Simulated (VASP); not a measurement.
# HfH3 (P4mm) in VASP: a series of runs

HfH3 is run at these levels: PBEsol+D3(BJ); tasks: single point.

Everything below comes from runs of VASP 6.6.1. Logs are shortened: lines on timing, memory, paths and dates and some standing lists are left out, and cuts for length are marked.

## 1. The cell of the first run

The structure is tetragonal, space group P4mm (No. 99). The conventional cell has a = 3.085 Å, b = 3.085 Å, c = 3.085 Å, α = 90.00°, β = 90.00°, γ = 90.00°. Within 2.8 Å of Hf (site symmetry 4mm) lie 12 H at 2.14 to 2.23 Å. H (site symmetry 2mm) has 4 Hf at 2.14 to 2.23 Å and 8 H at 2.18 Å within 2.8 Å. Within 2.9 Å of H (site symmetry 4mm) lie 8 H at 2.18 Å and 4 Hf at 2.18 Å.

## 2. Single point, PBEsol+D3(BJ)

Contents of INCAR:

```
ALGO     = Normal         # electronic algorithm
EDIFF    = 1E-7           # SCF threshold, eV
ENCUT    = 520            # plane-wave cutoff, eV
GGA      = PS             # functional
ISIF     = 2              # what is computed and relaxed
ISMEAR   = -1             # smearing method
IVDW     = 12             # dispersion correction
LASPH    = True           # aspherical terms in the spheres
LCHARG   = False          # write CHGCAR
LREAL    = False          # projectors in reciprocal space
LWAVE    = False          # write WAVECAR
NBANDS   = 14             # bands
NELM     = 60             # most SCF steps
PREC     = Accurate       # precision mode
SIGMA    = 0.05           # smearing width, eV
```

Contents of KPOINTS:

```
k-points
0
Gamma
  5 5 5
```

Contents of POSCAR:

```
HfH3
1.0
    3.0845540000      0.0000000000      0.0000000000
    0.0000000000      3.0845540000      0.0000000000
    0.0000000000      0.0000000000      3.0845540000
Hf H
1 3
Direct
    0.0000000000      0.0000000000      0.0200000000
    0.0000000000      0.5000000000      0.5000000000
    0.5000000000      0.0000000000      0.5000000000
    0.5000000000      0.5000000000      0.0000000000
```

Potentials or basis: VASP PAW PBE potentials, release 64 (Hf_pv, H).

The run is started by

```sh
cat potpaw_PBE.64/Hf_pv/POTCAR potpaw_PBE.64/H/POTCAR > POTCAR
mpirun -np 1 vasp_std > vasp.out
```

OUTCAR:

```text
EDIFF = 1E-7
   ENCUT = 520
   GGA = PS
   ISIF = 2
   ISMEAR = -1
   IVDW = 12
   LASPH = True
   LREAL = False
   NELM = 60
   PREC = Accurate
 IVDW          = 12

 ion  position               nearest neighbor table
   1  0.000  0.000  0.020-   2 2.14   3 2.14   2 2.14   3 2.14   4 2.18   4 2.18   4 2.18   4 2.18
                             2 2.23   3 2.23   3 2.23   2 2.23
   2  0.000  0.500  0.500-   1 2.14   1 2.14   1 2.23   1 2.23
   3  0.500  0.000  0.500-   1 2.14   1 2.14   1 2.23   1 2.23
   4  0.500  0.500  0.000-   1 2.18   1 2.18   1 2.18   1 2.18

  LATTYP: Found a simple cubic cell.
 ALAT       =     3.0845540000

  Lattice vectors:

 A1 = (   3.0845540000,   0.0000000000,   0.0000000000)
 A2 = (   0.0000000000,   3.0845540000,   0.0000000000)
 A3 = (   0.0000000000,   0.0000000000,   3.0845540000)

Analysis of symmetry for initial positions (statically):
=====================================================================
 Subroutine PRICEL returns:
 Original cell was already a primitive cell.

 Routine SETGRP: Setting up the symmetry group for a
 simple cubic supercell.

 Subroutine GETGRP returns: Found  8 space group operations
 (whereof  8 operations were pure point group operations)
 out of a pool of 48 trial point group operations.

The static configuration has the point symmetry C_4v.

Analysis of symmetry for dynamics (positions and initial velocities):
=====================================================================
 Subroutine PRICEL returns:
 Original cell was already a primitive cell.

 Routine SETGRP: Setting up the symmetry group for a
 simple cubic supercell.

 Subroutine GETGRP returns: Found  8 space group operations
 (whereof  8 operations were pure point group operations)
 out of a pool of 48 trial point group operations.

The dynamic configuration has the point symmetry C_4v.

 Subroutine INISYM returns: Found  8 space group operations
 (whereof  8 operations are pure point group operations),
 and found     1 'primitive' translations

----------------------------------------------------------------------------------------

                                     Primitive cell

  volume of cell :      29.3479

  direct lattice vectors                    reciprocal lattice vectors
     3.084554000  0.000000000  0.000000000     0.324195978  0.000000000  0.000000000
     0.000000000  3.084554000  0.000000000     0.000000000  0.324195978  0.000000000
     0.000000000  0.000000000  3.084554000     0.000000000  0.000000000  0.324195978

  length of vectors
     3.084554000  3.084554000  3.084554000     0.324195978  0.324195978  0.324195978

  position of ions in fractional coordinates (direct lattice)
     0.000000000  0.000000000  0.020000000
     0.000000000  0.500000000  0.500000000
     0.500000000  0.000000000  0.500000000
     0.500000000  0.500000000  0.000000000

  ion indices of the primitive-cell ions
   primitive index   ion index
                 1           1
                 2           2
                 3           3
                 4           4

----------------------------------------------------------------------------------------

 KPOINTS: k-points

Automatic generation of k-mesh.
 Grid dimensions read from file:
 generate k-points for:    5    5    5

 Generating k-lattice:

  Cartesian coordinates                     Fractional coordinates (reciprocal lattice)
     0.064839196  0.000000000  0.000000000     0.200000000  0.000000000  0.000000000
     0.000000000  0.064839196  0.000000000     0.000000000  0.200000000  0.000000000
     0.000000000  0.000000000  0.064839196     0.000000000  0.000000000  0.200000000

  Length of vectors
     0.064839196  0.064839196  0.064839196

  Shift w.r.t. Gamma in fractional coordinates (k-lattice)
     0.000000000  0.000000000  0.000000000

 Subroutine IBZKPT returns following result:
 ===========================================

 Found     18 irreducible k-points:

 Following reciprocal coordinates:
            Coordinates               Weight
  0.000000  0.000000  0.000000      1.000000
  0.200000  0.000000  0.000000      4.000000
  0.000000  0.000000  0.200000      2.000000
  0.400000  0.000000  0.000000      4.000000
  0.000000  0.000000  0.400000      2.000000
  0.200000  0.200000  0.000000      4.000000
[... 10 lines left out ...]
  0.200000  0.400000  0.400000     16.000000
  0.400000  0.400000  0.400000      8.000000
   k-points           NKPTS =     18   k-points in BZ     NKDIM =     18   number of bands    NBANDS=     14
   number of dos      NEDOS =    301   number of ions     NIONS =      4
   total plane-waves  NPLWV =  13824
   dimension x,y,z NGX =    24 NGY =   24 NGZ =   24
   dimension x,y,z NGXF=    48 NGYF=   48 NGZF=   48
   ions per type =               1   3
   NGX,Y,Z   is equivalent  to a cutoff of  12.94, 12.94, 12.94 a.u.
   NGXF,Y,Z  is equivalent  to a cutoff of  25.87, 25.87, 25.87 a.u.
 SYSTEM =  unknown system
   PREC   = accura    normal or accurate (medium, high low for compatibility)
   ISTART =      0    job   : 0-new  1-cont  2-samecut
   ICHARG =      2    charge: 1-file 2-atom 10-const
   ISPIN  =      1    spin polarized calculation?
   LNONCOLLINEAR =      F non collinear calculations
   LSORBIT =      F    spin-orbit coupling
   LASPH  =      T    aspherical Exc in radial PAW
   ENCUT  =  520.0 eV  38.22 Ry    6.18 a.u.   5.74  5.74  5.74*2*pi/ulx,y,z
   NELM   =     60;   NELMIN=  2; NELMDL= -5     # of ELM steps
   EDIFF  = 0.1E-06   stopping-criterion for ELM
   LREAL  =      F    real-space projection
   EDIFFG = 0.1E-05   stopping-criterion for IOM
   NSW    =      0    number of steps for IOM
   IBRION =     -1    ionic relax: 0-MD 1-quasi-New 2-CG
   NFREE  =      0    steps in history (QN), initial steepest desc. (CG)
   ISIF   =      2    stress and relaxation
   ISYM   =      2    0-nonsym 1-usesym 2-fastsym
   POTIM  = 0.5000    time-step for ionic-motion
   TEBEG  =    0.0;   TEEND  =   0.0 temperature during run
   PSTRESS=    0.0 pullay stress
   NELECT =      13.0000    total number of electrons
   NUPDOWN=      -1.0000    fix difference up-down
   EMIN   =  10.00;   EMAX   =-10.00  energy-range for DOS
   EFERMI =   0.00;   METHOD = LEGACY
   ISMEAR =    -1;   SIGMA  =   0.05  broadening in eV -4-tet -1-fermi 0-gaus
   EFERMI_NEDOS =   21; number of points for ismear=-14 and -15
   IALGO  =     38    algorithm
   IMIX   =      4    mixing-type and parameters
     AMIX     =   0.40;   BMIX     =  1.00
     AMIX_MAG =   1.60;   BMIX_MAG =  1.00
  volume/ion in A,a.u.               =       7.34        49.51
  Fermi-wavevector in a.u.,A,eV,Ry     =   1.247949  2.358282 21.189403  1.557377
  Thomas-Fermi vector in A             =   2.382058
   LORBIT       =      0    0 simple, 1 ext, 2 COOP (PROOUT), +10 PAW based schemes
   GGA     = PS    functional components
   LHFCALC =     F    Hartree Fock is set to
   AEXX    =    0.0000 exact exchange contribution
   IVDW    =    12    specifies the selected vdW correction
   LEPSILON=     F    determine dielectric tensor
   LRPA    =     F    only Hartree local field effects (RPA)
 non-spin polarized calculation
  energy-cutoff  :      520.00
  volume of cell :       29.35
 maximum number of plane-waves:       800
 NGX is ok and might be reduce to    24
   NGX = 11   NGY = 11   NGZ = 11

 number of electron      13.0000005 magnetization

 Free energy of the ion-electron system (eV)
  ---------------------------------------------------
  ext. energy  EPLUGINS =         0.00000000
  ---------------------------------------------------
  free energy    TOTEN  =       -21.57118144 eV

  energy without entropy =      -21.56257581  energy(sigma->0) =      -21.56687862

 E-fermi :   4.6719     XC(G=0): -11.4797

 val. band max:        4.4661018263   @ k =   0.4000   0.4000   0.2000
 cond. band min:       4.7707946989   @ k =   0.2000   0.2000   0.4000
 fundamental gap:      0.3046928727
 Fermi energy:         4.6719427492

 k-point     1 :       0.0000    0.0000    0.0000
  band No.  band energies     occupation
      1     -26.0317      2.00000
      2     -26.0317      2.00000
      3     -26.0314      2.00000
      4      -6.6789      2.00000
      5       0.3958      2.00000
      6       0.4253      2.00000
      7       9.2971      0.00000
      8       9.2971      0.00000
      9       9.3020      0.00000
     10      10.9867      0.00000
     11      11.2155      0.00000
     12      12.8815      0.00000
     13      12.8815      0.00000
     14      13.0850      0.00000

 k-point     2 :       0.2000    0.0000    0.0000
  band No.  band energies     occupation
      1     -26.2576      2.00000
      2     -26.0128      2.00000
      3     -26.0124      2.00000
      4      -5.8732      2.00000
      5       0.2813      2.00000
      6       0.9880      2.00000
      7       7.5777      0.00000
      8       7.6584      0.00000
      9       9.1628      0.00000
     10       9.4099      0.00000
     11       9.7281      0.00000
     12      13.1552      0.00000
     13      14.8476      0.00000
     14      14.9040      0.00000

 k-point     3 :       0.0000    0.0000    0.2000
  band No.  band energies     occupation
      1     -26.2570      2.00000
      2     -26.0128      2.00000
      3     -26.0128      2.00000
      4      -5.8743      2.00000
      5       0.2995      2.00000
      6       0.9648      2.00000
      7       7.6565      0.00000
      8       7.6565      0.00000
      9       9.1118      0.00000
     10       9.4145      0.00000
     11       9.6572      0.00000
     12      13.2512      0.00000
     13      14.8424      0.00000
     14      14.8424      0.00000
[... 222 lines left out ...]
 k-point    17 :       0.2000    0.4000    0.4000
  band No.  band energies     occupation
      1     -26.4912      2.00000
      2     -26.4818      2.00000
      3     -26.1312      2.00000
      4      -2.2233      2.00000
      5      -0.2393      2.00000
      6       0.0679      2.00000
      7       4.4613      1.97084
      8       7.2289      0.00000
      9       7.4552      0.00000
     10      11.3702      0.00000
     11      12.1266      0.00000
     12      12.7565      0.00000
     13      13.8257      0.00000
     14      16.6219      0.00000

 k-point    18 :       0.4000    0.4000    0.4000
  band No.  band energies     occupation
      1     -26.4448      2.00000
      2     -26.4329      2.00000
      3     -26.4317      2.00000
      4      -1.6967      2.00000
      5      -0.9718      2.00000
      6      -0.9675      2.00000
      7       7.7578      0.00000
      8       8.1826      0.00000
      9       8.2044      0.00000
     10       9.4359      0.00000
     11      13.0397      0.00000
     12      13.0560      0.00000
     13      14.8824      0.00000
     14      15.0095      0.00000

------------------------ aborting loop because EDIFF is reached ----------------------------------------

 Edisp (eV)   -0.70417

 E8    (eV) :    -0.4650

  FORCE on cell =-STRESS in cart. coord.  units (eV):
  Direction    XX          YY          ZZ          XY          YZ          ZX
  --------------------------------------------------------------------------------------
  -------------------------------------------------------------------------------------
  Total      -1.25930    -1.25930    -1.20477     0.00000     0.00000    -0.00000
  in kB     -68.74842   -68.74842   -65.77160     0.00000     0.00000    -0.00000
  external pressure =      -67.76 kB  Pullay stress =        0.00 kB

 VOLUME and BASIS-vectors are now :
 -----------------------------------------------------------------------------
  energy-cutoff  :      520.00
  volume of cell :       29.35
      direct lattice vectors                 reciprocal lattice vectors
     3.084554000  0.000000000  0.000000000     0.324195978  0.000000000  0.000000000
     0.000000000  3.084554000  0.000000000     0.000000000  0.324195978  0.000000000
     0.000000000  0.000000000  3.084554000     0.000000000  0.000000000  0.324195978

 POSITION                                       TOTAL-FORCE (eV/Angst)
 -----------------------------------------------------------------------------------
      0.00000      0.00000      0.06169         0.000000      0.000000     -0.348878
      0.00000      1.54228      1.54228        -0.000000      0.000000      0.124870
      1.54228      0.00000      1.54228        -0.000000      0.000000      0.124870
      1.54228      1.54228      0.00000        -0.000000      0.000000      0.099138
 -----------------------------------------------------------------------------------
    total drift:                                0.000000      0.000000     -0.000041

  FREE ENERGIE OF THE ION-ELECTRON SYSTEM (eV)
  ---------------------------------------------------
  free  energy   TOTEN  =       -22.2753543325 eV

  energy  without entropy=      -22.2667487018  energy(sigma->0) =      -22.27105152
```

Run time: 11 s. Hardware: 1 thread of AMD EPYC 7R13 (Zen 3), shared host; peak memory 0.12 GiB.

Results:

| Property | Result |
| --- | --- |
| Free energy | -22.2754 eV |
| Pressure | -6.8 GPa |
| Largest force | 0.349 eV/Å |
| Dispersion energy per atom | -0.176 eV |

Forces in eV/Å, atoms in the order of the input:
```
Hf   0.000  0.000 -0.349
H    0.000  0.000  0.125
H    0.000  0.000  0.125
H    0.000  0.000  0.099
```

Stress tensor (GPa, compression positive):
```
-6.87  0.00  0.00
 0.00 -6.87  0.00
 0.00  0.00 -6.58
```

Levels at points of the mesh, in eV from the Fermi level:
| k point | band 4 | band 5 | band 6 | band 7 | band 8 | band 9 |
| --- | --- | --- | --- | --- | --- | --- |
| (0.00, 0.00, 0.00) | -11.35 | -4.28 | -4.25 | 4.63 | 4.63 | 4.63 |

Caveat: the k points lie up to 0.41 Å⁻¹ apart; the PAW data sets were made with another functional, which shifts forces and pressure a little; spin-orbit coupling is left out, which moves the levels of the heavy elements; pairwise dispersion overbinds metals, which lowers pressure and volume.

(Continued in part 2 of 2.)
